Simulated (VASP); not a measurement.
# NiO (Fm-3m) in VASP: single point with r2SCAN

Aim: the single point of NiO with r2SCAN.

Everything below comes from runs of VASP 6.6.1. Logs are shortened: lines on timing, memory, paths and dates and some standing lists are left out, and cuts for length are marked.

### 1 The cell of the first run

It takes space group Fm-3m (No. 225, cubic). Conventional cell: a = 4.210 Å, b = 4.210 Å, c = 4.210 Å, α = 90.00°, β = 90.00°, γ = 90.00°. Ni (site symmetry m-3m) has 6 O at 2.10 Å within 2.8 Å. Within 2.8 Å of O (site symmetry m-3m) lie 6 Ni at 2.10 Å.

### 2 Single point, r2SCAN

Input file POSCAR:

```
NiO
1.0
    0.0000000000      2.1050000000      2.1050000000
    2.1050000000      0.0000000000      2.1050000000
    2.1050000000      2.1050000000      0.0000000000
Ni O
1 1
Direct
    0.0000000000      0.0000000000      0.0000000000
    0.5000000000      0.5000000000      0.5000000000
```

Input file INCAR.step1:

```
SYSTEM = NiO
PREC = Accurate
ENCUT = 660
ISMEAR = -1
SIGMA = 0.1
LREAL = .False.
LASPH = .True.
NELM = 120
NBANDS = 15
GGA = PE
ALGO = Normal
EDIFF = 1E-5
LWAVE = .True.
LCHARG = .False.
GGA_COMPAT = .False.
```

Input file INCAR.step2:

```
SYSTEM = NiO
PREC = Accurate
ENCUT = 660
EDIFF = 1E-6
ISMEAR = -1
SIGMA = 0.1
LREAL = .False.
LASPH = .True.
NELM = 120
ALGO = Normal
ISIF = 2
LWAVE = .False.
LCHARG = .False.
METAGGA = R2SCAN
LMIXTAU = .True.
NBANDS = 15
ISTART = 1
GGA_COMPAT = .False.
```

Input file KPOINTS:

```
regular mesh
0
Gamma
  2 2 2
  0 0 0
```

Potentials or basis: VASP PAW PBE potentials, release 64 (Ni, O).

Started as:

```sh
$ cat potpaw_PBE.64/Ni/POTCAR potpaw_PBE.64/O/POTCAR > POTCAR
$ cp INCAR.step1 INCAR
$ mpirun -np 1 vasp_std > vasp.out
$ cp INCAR.step2 INCAR
$ mpirun -np 1 vasp_std > vasp.out
```

OUTCAR:

```text
SYSTEM = NiO
   PREC = Accurate
   ENCUT = 660
   EDIFF = 1E-6
   ISMEAR = -1
   LREAL = .False.
   LASPH = .True.
   NELM = 120
   ISIF = 2
   METAGGA = R2SCAN
   ISTART = 1

 ion  position               nearest neighbor table
   1  0.000  0.000  0.000-   2 2.10   2 2.10   2 2.10   2 2.10   2 2.10   2 2.10
   2  0.500  0.500  0.500-   1 2.10   1 2.10   1 2.10   1 2.10   1 2.10   1 2.10

  LATTYP: Found a face centered cubic cell.
 ALAT       =     4.2100000000

  Lattice vectors:

 A1 = (   0.0000000000,   2.1050000000,   2.1050000000)
 A2 = (   2.1050000000,   0.0000000000,   2.1050000000)
 A3 = (   2.1050000000,   2.1050000000,   0.0000000000)

Analysis of symmetry for initial positions (statically):
=====================================================================
 Subroutine PRICEL returns:
 Original cell was already a primitive cell.

 Routine SETGRP: Setting up the symmetry group for a
 face centered cubic supercell.

 Subroutine GETGRP returns: Found 48 space group operations
 (whereof 48 operations were pure point group operations)
 out of a pool of 48 trial point group operations.

The static configuration has the point symmetry O_h .

Analysis of symmetry for dynamics (positions and initial velocities):
=====================================================================
 Subroutine PRICEL returns:
 Original cell was already a primitive cell.

 Routine SETGRP: Setting up the symmetry group for a
 face centered cubic supercell.

 Subroutine GETGRP returns: Found 48 space group operations
 (whereof 48 operations were pure point group operations)
 out of a pool of 48 trial point group operations.

The dynamic configuration has the point symmetry O_h .

 Subroutine INISYM returns: Found 48 space group operations
 (whereof 48 operations are pure point group operations),
 and found     1 'primitive' translations

----------------------------------------------------------------------------------------

                                     Primitive cell

  volume of cell :      18.6546

  direct lattice vectors                    reciprocal lattice vectors
     0.000000000  2.105000000  2.105000000    -0.237529691  0.237529691  0.237529691
     2.105000000  0.000000000  2.105000000     0.237529691 -0.237529691  0.237529691
     2.105000000  2.105000000  0.000000000     0.237529691  0.237529691 -0.237529691

  length of vectors
     2.976919549  2.976919549  2.976919549     0.411413493  0.411413493  0.411413493

  position of ions in fractional coordinates (direct lattice)
     0.000000000  0.000000000  0.000000000
     0.500000000  0.500000000  0.500000000

  ion indices of the primitive-cell ions
   primitive index   ion index
                 1           1
                 2           2

----------------------------------------------------------------------------------------

 KPOINTS: regular mesh

Automatic generation of k-mesh.
 Grid dimensions read from file:
 generate k-points for:    2    2    2

 Generating k-lattice:

  Cartesian coordinates                     Fractional coordinates (reciprocal lattice)
    -0.118764846  0.118764846  0.118764846     0.500000000  0.000000000  0.000000000
     0.118764846 -0.118764846  0.118764846     0.000000000  0.500000000  0.000000000
     0.118764846  0.118764846 -0.118764846     0.000000000  0.000000000  0.500000000

  Length of vectors
     0.205706747  0.205706747  0.205706747

  Shift w.r.t. Gamma in fractional coordinates (k-lattice)
     0.000000000  0.000000000  0.000000000

 Subroutine IBZKPT returns following result:
 ===========================================

 Found      3 irreducible k-points:

 Following reciprocal coordinates:
            Coordinates               Weight
  0.000000  0.000000  0.000000      1.000000
  0.500000  0.000000  0.000000      4.000000
  0.500000  0.500000  0.000000      3.000000
   k-points           NKPTS =      3   k-points in BZ     NKDIM =      3   number of bands    NBANDS=     15
   number of dos      NEDOS =    301   number of ions     NIONS =      2
   total plane-waves  NPLWV =  21952
   dimension x,y,z NGX =    28 NGY =   28 NGZ =   28
   dimension x,y,z NGXF=    56 NGYF=   56 NGZF=   56
   ions per type =               1   1
   NGX,Y,Z   is equivalent  to a cutoff of  15.64, 15.64, 15.64 a.u.
   NGXF,Y,Z  is equivalent  to a cutoff of  31.27, 31.27, 31.27 a.u.
 SYSTEM =  NiO
   PREC   = accura    normal or accurate (medium, high low for compatibility)
   ISTART =      1    job   : 0-new  1-cont  2-samecut
   ICHARG =      0    charge: 1-file 2-atom 10-const
   ISPIN  =      1    spin polarized calculation?
   LNONCOLLINEAR =      F non collinear calculations
   LSORBIT =      F    spin-orbit coupling
   LASPH  =      T    aspherical Exc in radial PAW
   ENCUT  =  660.0 eV  48.51 Ry    6.96 a.u.   6.24  6.24  6.24*2*pi/ulx,y,z
   NELM   =    120;   NELMIN=  2; NELMDL=  0     # of ELM steps
   EDIFF  = 0.1E-05   stopping-criterion for ELM
   LREAL  =      F    real-space projection
   EDIFFG = 0.1E-04   stopping-criterion for IOM
   NSW    =      0    number of steps for IOM
   IBRION =     -1    ionic relax: 0-MD 1-quasi-New 2-CG
   NFREE  =      0    steps in history (QN), initial steepest desc. (CG)
   ISIF   =      2    stress and relaxation
   ISYM   =      2    0-nonsym 1-usesym 2-fastsym
   POTIM  = 0.5000    time-step for ionic-motion
   TEBEG  =    0.0;   TEEND  =   0.0 temperature during run
   PSTRESS=    0.0 pullay stress
   NELECT =      16.0000    total number of electrons
   NUPDOWN=      -1.0000    fix difference up-down
   EMIN   =  10.00;   EMAX   =-10.00  energy-range for DOS
   EFERMI =   0.00;   METHOD = LEGACY
   ISMEAR =    -1;   SIGMA  =   0.10  broadening in eV -4-tet -1-fermi 0-gaus
   EFERMI_NEDOS =   21; number of points for ismear=-14 and -15
   IALGO  =     38    algorithm
   IMIX   =      4    mixing-type and parameters
     AMIX     =   0.40;   BMIX     =  1.00
     AMIX_MAG =   1.60;   BMIX_MAG =  1.00
  volume/ion in A,a.u.               =       9.33        62.94
  Fermi-wavevector in a.u.,A,eV,Ry     =   1.555438  2.939352 32.917767  2.419388
  Thomas-Fermi vector in A             =   2.659379
   LORBIT       =      0    0 simple, 1 ext, 2 COOP (PROOUT), +10 PAW based schemes
   METAGGA = R2SCAN    functional components
   LHFCALC =     F    Hartree Fock is set to
   AEXX    =    0.0000 exact exchange contribution
   IVDW    =     0    specifies the selected vdW correction
   LEPSILON=     F    determine dielectric tensor
   LRPA    =     F    only Hartree local field effects (RPA)
 non-spin polarized calculation
  energy-cutoff  :      660.00
  volume of cell :       18.65
 maximum number of plane-waves:       725
 NGX is ok and might be reduce to    28
   NGX = 13   NGY = 13   NGZ = 13

 number of electron      15.9999998 magnetization

 Free energy of the ion-electron system (eV)
  ---------------------------------------------------
  ext. energy  EPLUGINS =         0.00000000
  ---------------------------------------------------
  free energy    TOTEN  =       -19.58580206 eV

  energy without entropy =      -19.58546655  energy(sigma->0) =      -19.58563430

 E-fermi :   8.0397     XC(G=0): -13.2046

 val. band max:        7.1951403800   @ k =   0.5000   0.5000   0.0000
 cond. band min:       8.9786020557   @ k =   0.5000   0.0000   0.0000
 fundamental gap:      1.7834616757
 Fermi energy:         8.0396795854

 k-point     1 :       0.0000    0.0000    0.0000
  band No.  band energies     occupation
      1     -14.0166      2.00000
      2       4.1196      2.00000
      3       4.1196      2.00000
      4       4.1196      2.00000
      5       5.6403      2.00000
      6       5.6403      2.00000
      7       5.6404      2.00000
      8       6.3324      2.00000
      9       6.3324      2.00000
     10       9.3903      0.00000
     11      25.8795      0.00000
     12      27.0061      0.00000
     13      27.0061      0.00000
     14      27.0061      0.00000
     15      30.6907      0.00000

 k-point     2 :       0.5000    0.0000    0.0000
  band No.  band energies     occupation
      1     -12.7898      2.00000
      2      -0.7729      2.00000
      3       1.9797      2.00000
      4       1.9797      2.00000
      5       6.4439      2.00000
      6       6.4440      2.00000
      7       6.7721      1.99999
      8       8.9786      0.00017
      9       8.9786      0.00017
     10      13.5837      0.00000
     11      18.0128      0.00000
     12      22.2119      0.00000
     13      22.2119      0.00000
     14      29.4795      0.00000
     15      34.0910      0.00000

 k-point     3 :       0.5000    0.5000    0.0000
  band No.  band energies     occupation
      1     -12.7208      2.00000
      2       0.3888      2.00000
      3       2.8700      2.00000
      4       2.8700      2.00000
      5       4.7350      2.00000
      6       6.6693      2.00000
      7       6.6693      2.00000
      8       6.7175      2.00000
      9       7.1951      1.99957
     10      14.3004      0.00000
     11      18.5967      0.00000
     12      20.2992      0.00000
     13      24.8748      0.00000
     14      24.8748      0.00000
     15      36.7284      0.00000

------------------------ aborting loop because EDIFF is reached ----------------------------------------

  FORCE on cell =-STRESS in cart. coord.  units (eV):
  Direction    XX          YY          ZZ          XY          YZ          ZX
  --------------------------------------------------------------------------------------
  -------------------------------------------------------------------------------------
  Total       -2.4403501     -2.4403501     -2.4403501     -0.0000000      0.0000000     -0.0000000
  in kB     -209.5928293   -209.5928293   -209.5928293     -0.0000000      0.0000000     -0.0000000
  external PRESSURE =    -209.5928293 kB  Pullay stress =       0.0000000 kB

 VOLUME and BASIS-vectors are now :
 -----------------------------------------------------------------------------
  energy-cutoff  :      660.00
  volume of cell :       18.65
      direct lattice vectors                 reciprocal lattice vectors
     0.000000000  2.105000000  2.105000000    -0.237529691  0.237529691  0.237529691
     2.105000000  0.000000000  2.105000000     0.237529691 -0.237529691  0.237529691
     2.105000000  2.105000000  0.000000000     0.237529691  0.237529691 -0.237529691

 POSITION                                       TOTAL-FORCE (eV/Angst)
 -----------------------------------------------------------------------------------
      0.00000      0.00000      0.00000        -0.000000     -0.000000     -0.000000
      2.10500      2.10500      2.10500         0.000000      0.000000      0.000000
 -----------------------------------------------------------------------------------
    total drift:                                0.000000      0.000000      0.000000

  FREE ENERGIE OF THE ION-ELECTRON SYSTEM (eV)
  ---------------------------------------------------
  free  energy   TOTEN  =       -19.5858020582 eV

  energy  without entropy=      -19.5854665473  energy(sigma->0) =      -19.58563430
```

Wall time 31 s (1 thread of AMD EPYC 7R43 (Zen 3), shared host); peak memory 0.12 GiB.

Results:

```yaml
Free_energy: -19.5858 eV
Pressure: -21.0 GPa
Band_gap_on_the_k_mesh: zero (band 8 reaches 8.98 eV, above the bottom of band 9 at 6.33 eV)
```

Levels at points of the mesh, in eV from the Fermi level:
```csv
k point,band 5,band 6,band 7,band 8,band 9,band 10,band 11,band 12,band 13,band 14
"(0.00, 0.00, 0.00)",-2.40,-2.40,-2.40,-1.71,-1.71,1.35,17.84,18.97,18.97,18.97
"(0.50, 0.00, 0.00)",-1.60,-1.60,-1.27,0.94,0.94,5.54,9.97,14.17,14.17,21.44
"(0.50, 0.50, 0.00)",-3.30,-1.37,-1.37,-1.32,-0.84,6.26,10.56,12.26,16.84,16.84
```

Caveat: the k points lie up to 1.29 Å⁻¹ apart; the PAW data sets were made with another functional, which shifts forces and pressure a little; the run has no spin polarisation, though such a crystal can be magnetic; semilocal functionals often make such compounds metallic where correlation or magnetic order opens a gap, which also shifts bond lengths. Spin polarisation is off, so any magnetic state and its effect on volume and gap are missing.
